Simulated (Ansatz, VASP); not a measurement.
Ti3Al: VASP beside Ansatz

The input INCAR:

```
SYSTEM = Ti3Al
PREC = Accurate ; ENCUT = 520
EDIFF = 1E-6 ; ISMEAR = 0
SIGMA = 0.15 ; LREAL = .False.
LASPH = .True. ; NELM = 80
ALGO = Fast ; ISIF = 2
LWAVE = .False. ; LCHARG = .False.
GGA = PS ; NBANDS = 28
```

File KPOINTS:

```
Automatic mesh
0
Gamma
  15 15 6
  0 0 0
```

File POSCAR:

```
Ti3Al
1.0
    2.8457574275      0.0000000000      0.0000000000
   -1.4228787137      2.4644982252      0.0000000000
    0.0000000000      0.0000000000      9.4604359920
Ti Al
3 1
Direct
    0.6666666667      0.3333333333      0.0000000000
    0.3333333333      0.6666666667      0.7402302947
    0.3333333333      0.6666666667      0.2597697053
    0.6666666667      0.3333333333      0.5000000000
```

Input for Ansatz:

```yaml
crystal:
  lattice:
    - [2.8457574275, 0.0, 0.0]
    - [-1.4228787137, 2.4644982252, 0.0]
    - [0.0, 0.0, 9.460435992]
  atoms:
    - { symbol: Ti, position: [0.6666666667, 0.3333333333, 0.0] }
    - { symbol: Ti, position: [0.3333333333, 0.6666666667, 0.7402302947] }
    - { symbol: Ti, position: [0.3333333333, 0.6666666667, 0.2597697053] }
    - { symbol: Al, position: [0.6666666667, 0.3333333333, 0.5] }
basis:
  ecutwfc: 520.0
kpoints:
  mp_grid: { grid: [15, 15, 6] }
hamiltonian:
  xc: pbesol
  pseudopotentials: { kind: paw, azcp: { folder: soft_1 } }
scf:
  occupations: { method: gaussian, width: 0.15 }
output:
  forces: true
  stress: true
  eigenvalues: true
```

Alike in both runs: task single point; functional PBEsol; k mesh 15 × 15 × 6; occupations gaussian, width 0.15 eV; no spin polarisation.

```csv
,VASP,Ansatz
version,VASP 6.6.1,Ansatz 0.2.0
potentials or method,"VASP PAW PBE potentials, release 64 (Ti_sv, Al), cutoff 520 eV","scalar-relativistic, plane waves, PAW"
valence electrons in the cell,39,39
```

```csv
,VASP,Ansatz,Ansatz less VASP
gap on the k mesh at the Fermi level (eV),none,none,-
pressure (GPa),-0.4,-0.3,+0.11
"traceless stress, the component that is largest in VASP (GPa)",-2.98,-3.06,-0.076
rms of the force components (eV/Å),0.227,0.223,-0.0036
```

VASP's potentials were made for PBE, not for PBEsol, and Ansatz warns of the same on its side. Atom by atom the forces differ by 0.004 eV/Å (rms over components). A gap of «none» marks a metal or a gap that the smearing closes.
